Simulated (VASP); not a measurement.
MnO:

```
CELL_PARAMETERS angstrom
0.00000 2.17851 2.17851
2.17851 0.00000 2.17851
2.17851 2.17851 0.00000
ATOMIC_POSITIONS crystal
Mn 0.00000 0.00000 0.00000
O 0.50000 0.50000 0.50000
```

Program: VASP 6.6.1. Alike in all runs: task single point; spin collinear, ferromagnetic start; cell as given; cutoff (eV) 520; smearing fermi-dirac 0.05 eV.

**Question.** Order these runs on this cell by their band gap on the k mesh, lowest first.
A. level B3LYP; potentials or basis VASP PAW PBE potentials, release 64 (Mn_pv, O); k mesh 5 × 5 × 5; grid for exact exchange (PRECFOCK) Normal; share of exact exchange 0.2
B. level HSE06; potentials or basis VASP PAW PBE potentials, release 64 (Mn_pv, O); k mesh 6 × 6 × 6; grid for exact exchange (PRECFOCK) Normal; share of exact exchange 0.25; screening parameter 0.2079 1/Å
C. level LDA; potentials or basis VASP PAW LDA potentials, release 64 (Mn_pv, O); k mesh 10 × 10 × 10
D. level HSE06; potentials or basis VASP PAW PBE potentials, release 64 (Mn_pv, O); k mesh 5 × 5 × 5; grid for exact exchange (PRECFOCK) Normal; share of exact exchange 0.25; screening parameter 0.2079 1/Å

**Answer.** C (metal), B (1.36 eV), D (1.59 eV), A (1.85 eV).

Caveats: some runs use coarse meshes; a cell with one magnetic atom can't hold antiferromagnetic order, which such compounds often take; an odd mesh through Γ misses points on the zone boundary, where band edges can lie (at least some runs); the cell stands under tension (at least some runs); semilocal functionals often make such compounds metallic where correlation or magnetic order opens a gap, which also shifts bond lengths (at least some runs).

A k mesh can miss the band edges, odd and even meshes differently.
